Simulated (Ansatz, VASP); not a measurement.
## ZrB2 in VASP and in Ansatz

The input INCAR:

```
ALGO = Normal
EDIFF = 1E-8
ENCUT = 520
ISIF = 2
ISMEAR = -1
LASPH = T
LCHARG = F
LEFG = T
LREAL = F
LWAVE = F
NBANDS = 16
NELM = 100
PREC = Accurate
SIGMA = 0.05
```

File KPOINTS:

```
k-points
0
Gamma
  12 12 9
```

Contents of POSCAR:

```
ZrB2
1.0
    3.1649998255     -0.0474749974     -0.0474749974
   -1.6236144666      2.7647077506     -0.0173770551
   -0.0528000000     -0.0528000000      3.5200000000
Zr B
1 2
Direct
    0.0000000000      0.0000000000      0.0000000000
    0.3333333333      0.6666666667      0.5000000000
    0.6666666667      0.3333333333      0.5000000000
```

Input for Ansatz:

```yaml
crystal:
  lattice:
    - [3.1649998255, -0.0474749974, -0.0474749974]
    - [-1.6236144666, 2.7647077506, -0.0173770551]
    - [-0.0528, -0.0528, 3.52]
  atoms:
    - { symbol: Zr, position: [0.0, 0.0, 0.0] }
    - { symbol: B, position: [0.3333333333, 0.6666666667, 0.5] }
    - { symbol: B, position: [0.6666666667, 0.3333333333, 0.5] }
kpoints:
  mp_grid: { grid: [12, 12, 9] }
scf:
  occupations: { method: fermi_dirac, width: 0.05 }
hamiltonian:
  xc: lda
  pseudopotentials: { kind: paw }
output:
  forces: true
  stress: true
  eigenvalues: true
  efg: { contact_densities: true }
```

Change from the starting cell: equal xy, yz and zx shear strains of -3 %, PAW files.

Alike in both runs: task electric field gradients; functional LDA; k mesh 12 × 12 × 9; occupations fermi-dirac, width 0.05 eV; no spin polarisation.

|  | VASP | Ansatz |
| --- | --- | --- |
| version | VASP 6.6.1 | Ansatz 0.2.0 |
| potentials or method | VASP PAW LDA potentials, release 64 (Zr_sv, B) | PAW with Ansatz's default frozen-core files, scalar-relativistic |
| plane-wave cutoff (eV) | 520 | 420 |
| valence electrons in the cell | 18 | 18 |

|  | VASP | Ansatz | Ansatz less VASP |
| --- | --- | --- | --- |
| pressure (GPa) | -6.1 | -6.5 | -0.46 |
| traceless stress, the component that is largest in VASP (GPa) | 8.03 | 8.02 | -0.009 |
| rms of the force components (eV/Å) | 0.038 | 0.037 | -0.0006 |
| size of Vzz on the site where it differs most (V/Å²) | 64.2 | 65.7 | +1.57 |

LDA's correlation is that of Perdew and Zunger in VASP and of Perdew and Wang (1992) in Ansatz. Atom by atom the forces differ by 0.001 eV/Å (rms over components).
